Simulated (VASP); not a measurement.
## CuAu: single point with PBEsol

CuAu:

```
CELL_PARAMETERS angstrom
1.47136 0.84949 4.33965
-1.47136 0.84949 4.33965
0.00000 -1.69898 4.33965
ATOMIC_POSITIONS crystal
Au 0.00000 0.00000 0.00000
Cu 0.50000 0.50000 0.50000
```

```
Program             : VASP 6.6.1
Task                : single point
Functional          : PBEsol
Potentials or basis : VASP PAW PBE potentials, release 64 (Au, Cu)
Cutoff              : 520 eV
k mesh              : 11 × 11 × 11
Occupations         : fermi-dirac, width 0.05 eV
Spin                : no spin polarisation
```

The pressure is -14.0 GPa and the band gap on the k mesh is zero (bands 11 and 12 overlap by 4.02 eV).

Stress tensor (GPa, compression positive):
```
-14.17   0.00   0.00
  0.00 -14.17   0.00
  0.00   0.00 -13.65
```

Levels at points of the mesh, in eV from the Fermi level:
```csv
k point,band 7,band 8,band 9,band 10,band 11,band 12,band 13,band 14,band 15,band 16
"(0.00, 0.00, 0.00)",-2.51,-2.04,-2.04,-1.49,-1.49,0.07,4.24,14.51,15.45,15.45
```

Run time: 2.3 min on 1 thread of Intel(R) Xeon(R) Platinum 8259CL CPU @ 2.50GHz (Skylake/Cascade Lake) (shared host), peak memory 0.27 GiB.

Caveat: the cell stands under tension; the PAW data sets were made with another functional, which shifts forces and pressure a little; spin-orbit coupling is left out, which moves the levels of the heavy elements.
